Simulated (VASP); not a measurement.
# WSe (F-43m) in VASP: a series of runs

The runs below take WSe through single point, with PBE.

Everything below comes from runs of VASP 6.6.1. Logs are shortened: lines on timing, memory, paths and dates and some standing lists are left out, and cuts for length are marked.

## (1) The cell of the first run

The structure is cubic, space group F-43m (No. 216). Conventional cell: a = 5.678 Å, b = 5.678 Å, c = 5.678 Å, α = 90.00°, β = 90.00°, γ = 90.00°. W (site symmetry -43m) has 4 Se at 2.46 Å within 3.2 Å. Within 3.2 Å of Se (site symmetry -43m) lie 4 W at 2.46 Å.

## (2) Single point, PBE, collinear spin

The input, INCAR:

```
SYSTEM = WSe
PREC = Accurate
ENCUT = 520
EDIFF = 1E-6
ISMEAR = 0
SIGMA = 0.1
LREAL = .FALSE.
LASPH = .TRUE.
NELM = 150
ALGO = Fast
ISIF = 2
LWAVE = .FALSE.
LCHARG = .FALSE.
ISPIN = 2
MAGMOM = 1 -1 0 0
LORBIT = 11
LMAXMIX = 4
GGA = PE
NBANDS = 32
```

The input, KPOINTS:

```
Automatic mesh
0
G
  12 12 6
  0 0 0
```

The input, POSCAR:

```
WSe
1.0
    0.0000000000      2.8388663756      2.8388663756
    2.8388663756      0.0000000000      2.8388663756
    5.6777327512      5.6777327512      0.0000000000
W Se
2 2
Direct
    1.0000000000      1.0000000000      1.0000000000
    1.0000000000      1.0000000000      0.5000000000
    0.2500000000      0.2500000000      0.1250000000
    0.2500000000      0.2500000000      0.6250000000
```

Potentials or basis: VASP PAW PBE potentials, release 64 (W_sv, Se).

Launch:

```bash
cat potpaw_PBE.64/W_sv/POTCAR potpaw_PBE.64/Se/POTCAR > POTCAR
mpirun -np 1 vasp_std > vasp.out
```

OUTCAR:

```text
SYSTEM = WSe
   PREC = Accurate
   ENCUT = 520
   EDIFF = 1E-6
   ISMEAR = 0
   LREAL = .FALSE.
   LASPH = .TRUE.
   NELM = 150
   ISIF = 2
   ISPIN = 2
   LORBIT = 11
   GGA = PE

 ion  position               nearest neighbor table
   1  0.000  0.000  0.000-   3 2.46   4 2.46   3 2.46   3 2.46
   2  0.000  0.000  0.500-   3 2.46   4 2.46   4 2.46   4 2.46
   3  0.250  0.250  0.125-   1 2.46   1 2.46   1 2.46   2 2.46
   4  0.250  0.250  0.625-   2 2.46   2 2.46   1 2.46   2 2.46

  LATTYP: Found a trigonal (rhomboedric) cell.
 ALAT       =     6.9537740682
 COS(alpha) =     0.8333333333

  Lattice vectors:

 A1 = (   5.6777327512,   2.8388663756,  -2.8388663756)
 A2 = (   2.8388663756,   2.8388663756,  -5.6777327512)
 A3 = (   2.8388663756,   5.6777327512,  -2.8388663756)

Analysis of symmetry for initial positions (statically):
=====================================================================
 Subroutine PRICEL returns following result:

  LATTYP: Found a face centered cubic cell.
 ALAT       =     5.6777327512
[... 12 lines left out ...]
 Subroutine GETGRP returns: Found  6 space group operations
 (whereof  6 operations were pure point group operations)
 out of a pool of 12 trial point group operations.

The static configuration has the point symmetry C_3v.

Analysis of symmetry for dynamics (positions and initial velocities):
=====================================================================
 Subroutine PRICEL returns following result:

  LATTYP: Found a face centered cubic cell.
 ALAT       =     5.6777327512
[... 12 lines left out ...]
 Subroutine GETGRP returns: Found  6 space group operations
 (whereof  6 operations were pure point group operations)
 out of a pool of 12 trial point group operations.

The dynamic configuration has the point symmetry C_3v.

Analysis of structural, dynamic, and magnetic symmetry:
=====================================================================
 Subroutine PRICEL returns following result:

  LATTYP: Found a face centered cubic cell.
 ALAT       =     5.6777327512
[... 12 lines left out ...]
 Subroutine GETGRP returns: Found  6 space group operations
 (whereof  6 operations were pure point group operations)
 out of a pool of 12 trial point group operations.

The overall configuration has the point symmetry C_3v.

 Subroutine INISYM returns: Found  6 space group operations
 (whereof  6 operations are pure point group operations),
 and found     2 'primitive' translations

----------------------------------------------------------------------------------------

                                     Primitive cell

  volume of cell :      45.7578

  direct lattice vectors                    reciprocal lattice vectors
     0.000000000  2.838866376  2.838866376    -0.176126641  0.176126641  0.176126641
     2.838866376  0.000000000  2.838866376     0.176126641 -0.176126641  0.176126641
     2.838866376  2.838866376  0.000000000     0.176126641  0.176126641 -0.176126641

  length of vectors
     4.014763330  4.014763330  4.014763330     0.305060291  0.305060291  0.305060291

  position of ions in fractional coordinates (direct lattice)
     0.000000000  0.000000000  0.000000000
     0.250000000  0.250000000  0.250000000

  ion indices of the primitive-cell ions
   primitive index   ion index
                 1           1
                 2           3

----------------------------------------------------------------------------------------

 KPOINTS: Automatic mesh

Automatic generation of k-mesh.
 Grid dimensions read from file:
 generate k-points for:   12   12    6

 Generating k-lattice:

  Cartesian coordinates                     Fractional coordinates (reciprocal lattice)
    -0.014677220  0.014677220  0.014677220     0.083333333  0.000000000  0.000000000
     0.014677220 -0.014677220  0.014677220     0.000000000  0.083333333  0.000000000
     0.014677220  0.014677220 -0.014677220     0.000000000  0.000000000  0.166666667

  Length of vectors
     0.025421691  0.025421691  0.025421691

  Shift w.r.t. Gamma in fractional coordinates (k-lattice)
     0.000000000  0.000000000  0.000000000

 -----------------------------------------------------------------------------
|                                                                             |
|           W    W    AA    RRRRR   N    N  II  N    N   GGGG   !!!           |
[... 46 lines left out ...]
 -0.416667  0.166667  0.000000     12.000000
 [... further k-points ...]
   k-points           NKPTS =     98   k-points in BZ     NKDIM =     98   number of bands    NBANDS=     32
   number of dos      NEDOS =    301   number of ions     NIONS =      4
   total plane-waves  NPLWV =  54000
   dimension x,y,z NGX =    30 NGY =   30 NGZ =   60
   dimension x,y,z NGXF=    60 NGYF=   60 NGZF=  120
   ions per type =               2   2
   NGX,Y,Z   is equivalent  to a cutoff of  12.42, 12.42, 12.42 a.u.
   NGXF,Y,Z  is equivalent  to a cutoff of  24.85, 24.85, 24.85 a.u.
 SYSTEM =  WSe
   PREC   = accura    normal or accurate (medium, high low for compatibility)
   ISTART =      0    job   : 0-new  1-cont  2-samecut
   ICHARG =      2    charge: 1-file 2-atom 10-const
   ISPIN  =      2    spin polarized calculation?
   LNONCOLLINEAR =      F non collinear calculations
   LSORBIT =      F    spin-orbit coupling
   LASPH  =      T    aspherical Exc in radial PAW
   ENCUT  =  520.0 eV  38.22 Ry    6.18 a.u.   7.46  7.46 14.93*2*pi/ulx,y,z
   NELM   =    150;   NELMIN=  2; NELMDL= -5     # of ELM steps
   EDIFF  = 0.1E-05   stopping-criterion for ELM
   LREAL  =      F    real-space projection
   EDIFFG = 0.1E-04   stopping-criterion for IOM
   NSW    =      0    number of steps for IOM
   IBRION =     -1    ionic relax: 0-MD 1-quasi-New 2-CG
   NFREE  =      0    steps in history (QN), initial steepest desc. (CG)
   ISIF   =      2    stress and relaxation
   ISYM   =      2    0-nonsym 1-usesym 2-fastsym
   POTIM  = 0.5000    time-step for ionic-motion
   TEBEG  =    0.0;   TEEND  =   0.0 temperature during run
   PSTRESS=    0.0 pullay stress
   NELECT =      40.0000    total number of electrons
   NUPDOWN=      -1.0000    fix difference up-down
   EMIN   =  10.00;   EMAX   =-10.00  energy-range for DOS
   EFERMI =   0.00;   METHOD = LEGACY
   ISMEAR =     0;   SIGMA  =   0.10  broadening in eV -4-tet -1-fermi 0-gaus
   EFERMI_NEDOS =   21; number of points for ismear=-14 and -15
   IALGO  =     68    algorithm
   IMIX   =      4    mixing-type and parameters
     AMIX     =   0.40;   BMIX     =  1.00
     AMIX_MAG =   1.60;   BMIX_MAG =  1.00
  volume/ion in A,a.u.               =      22.88       154.39
  Fermi-wavevector in a.u.,A,eV,Ry     =   1.242405  2.347805 21.001550  1.543570
  Thomas-Fermi vector in A             =   2.376761
   LORBIT       =     11    0 simple, 1 ext, 2 COOP (PROOUT), +10 PAW based schemes
   GGA     = PE    functional components
   LHFCALC =     F    Hartree Fock is set to
   AEXX    =    0.0000 exact exchange contribution
   IVDW    =     0    specifies the selected vdW correction
   LEPSILON=     F    determine dielectric tensor
   LRPA    =     F    only Hartree local field effects (RPA)
 spin polarized calculation
 RMM-DIIS sequential band-by-band and
 Gauss-broadening in eV      SIGMA  =   0.10
  energy-cutoff  :      520.00
  volume of cell :       91.52
 maximum number of plane-waves:      2495
 NGX is ok and might be reduce to    30
   NGX = 15   NGY = 15   NGZ = 29

 number of electron      40.0000000 magnetization      -0.0000000

 number of electron      40.0000000 magnetization       0.0000000

 Free energy of the ion-electron system (eV)
  ---------------------------------------------------
  ext. energy  EPLUGINS =         0.00000000
  ---------------------------------------------------
  free energy    TOTEN  =       -28.82529000 eV

  energy without entropy =      -28.79358133  energy(sigma->0) =      -28.80943566

 E-fermi :   6.0230     XC(G=0): -10.4238

 val. band max:        6.0125013255   @ k =  -0.1667   0.4167   0.1667
 cond. band min:       6.0253857311   @ k =  -0.0833   0.4167   0.3333
 fundamental gap:      0.0128844056
 Fermi energy:         6.0230222131

 spin component 1

 k-point     1 :       0.0000    0.0000    0.0000
  band No.  band energies     occupation
      1     -68.1461      1.00000
      2     -67.8295      1.00000
      3     -32.4825      1.00000
      4     -32.4825      1.00000
      5     -32.4809      1.00000
      6     -32.0723      1.00000
[... 829 lines left out ...]
     31      14.8389      0.00000
     32      14.9513      0.00000

 [... further k-points ...]

 spin component 2

 k-point     1 :       0.0000    0.0000    0.0000
  band No.  band energies     occupation
      1     -68.1461      1.00000
      2     -67.8295      1.00000
      3     -32.4825      1.00000
      4     -32.4825      1.00000
      5     -32.4809      1.00000
      6     -32.0723      1.00000
[... 829 lines left out ...]
     31      14.8434      0.00000
     32      14.9350      0.00000

 [... further k-points ...]

------------------------ aborting loop because EDIFF is reached ----------------------------------------

  FORCE on cell =-STRESS in cart. coord.  units (eV):
  Direction    XX          YY          ZZ          XY          YZ          ZX
  --------------------------------------------------------------------------------------
  -------------------------------------------------------------------------------------
  Total       -0.3392721     -0.3392721     -0.3392721      0.0004655     -0.0004655     -0.0004655
  in kB       -5.9396907     -5.9396907     -5.9396907      0.0081504     -0.0081504     -0.0081504
  external PRESSURE =      -5.9396907 kB  Pullay stress =       0.0000000 kB

 VOLUME and BASIS-vectors are now :
 -----------------------------------------------------------------------------
  energy-cutoff  :      520.00
  volume of cell :       91.52
      direct lattice vectors                 reciprocal lattice vectors
     0.000000000  2.838866376  2.838866376    -0.176126641  0.176126641  0.176126641
     2.838866376  0.000000000  2.838866376     0.176126641 -0.176126641  0.176126641
     5.677732751  5.677732751  0.000000000     0.088063321  0.088063321 -0.088063321

 POSITION                                       TOTAL-FORCE (eV/Angst)
 -----------------------------------------------------------------------------------
      0.00000      0.00000      0.00000         0.005553      0.005553     -0.005553
      2.83887      2.83887      0.00000         0.005553      0.005553     -0.005553
      1.41943      1.41943      1.41943        -0.005553     -0.005553      0.005553
      4.25830      4.25830      1.41943        -0.005553     -0.005553      0.005553
 -----------------------------------------------------------------------------------
    total drift:                               -0.000102     -0.000102      0.000103

  FREE ENERGIE OF THE ION-ELECTRON SYSTEM (eV)
  ---------------------------------------------------
  free  energy   TOTEN  =       -28.8252899962 eV

  energy  without entropy=      -28.7935813293  energy(sigma->0) =      -28.80943566

 total charge

# of ion       s       p       d       tot
------------------------------------------
    1        2.309   6.159   3.536  12.004
    2        2.309   6.159   3.536  12.004
    3        1.416   2.416   0.161   3.993
    4        1.416   2.416   0.161   3.993
--------------------------------------------------
tot          7.451  17.149   7.393  31.993

 magnetization (x)

# of ion       s       p       d       tot
------------------------------------------
    1        0.013   0.008   0.681   0.702
    2       -0.013  -0.008  -0.681  -0.702
    3       -0.002  -0.014   0.011  -0.005
    4        0.002   0.014  -0.011   0.005
--------------------------------------------------
tot          0.000   0.000   0.000   0.000
```

It took 16 min on 1 thread of Oxide Virtual Turin-like, shared host; peak memory 0.51 GiB.

What came out:

```yaml
Free_energy: -28.8253 eV
Pressure: -0.6 GPa
Band_gap_on_the_k_mesh: zero (filled and empty bands overlap)
Net_moment: 0.00 μB per cell
Site_moments: W +0.70, -0.70; Se -0.01, +0.01 μB
Valence_electrons_inside_the_program's_atomic_spheres: W 12.00; Se 3.99
```

Caveat: spin-orbit coupling is left out, which moves the levels of the heavy elements.

[end of part 1 of 2]
